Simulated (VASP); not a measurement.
HfH2, 3 atoms in the cell. The structure is tetragonal, space group I4/mmm (No. 139). The conventional cell has a = 3.478 Å, b = 3.478 Å, c = 4.361 Å, α = 90.00°, β = 90.00°, γ = 90.00°. Within 2.7 Å of Hf (site symmetry 4/mmm) lie 8 H at 2.05 Å. Within 2.7 Å of H (site symmetry -4m2) lie 4 Hf at 2.05 Å and 6 H at 2.18 to 2.46 Å. 

* Program: VASP 6.6.1
* Task: single point
* Functional: PBEsol
* Potentials or basis: VASP PAW PBE potentials, release 64 (Hf_pv, H)
* Cutoff: 520 eV
* k mesh: 20 × 20 × 20
* Occupations: gaussian, width 0.15 eV
* Spin: no spin polarisation
* Dipole correction: no
* Further INCAR settings: ALGO = Normal; EDIFF = 1e-07; NBANDS = 13

Potentials or basis: VASP PAW PBE potentials, release 64 (Hf_pv, H).

Run with:

```bash
$ cat potpaw_PBE.64/Hf_pv/POTCAR potpaw_PBE.64/H/POTCAR > POTCAR
$ mpirun -np 1 vasp_std > vasp.out
```

Hardware: 1 thread of Intel(R) Xeon(R) Platinum 8375C CPU @ 2.90GHz (Ice Lake) (shared host).

Task: How long does it take, and how much memory?

Result: It took 88 s on 1 thread of Intel(R) Xeon(R) Platinum 8375C CPU @ 2.90GHz (Ice Lake) (shared host), peak memory 0.33 GiB. Counts: scf iterations 14, k points 641.
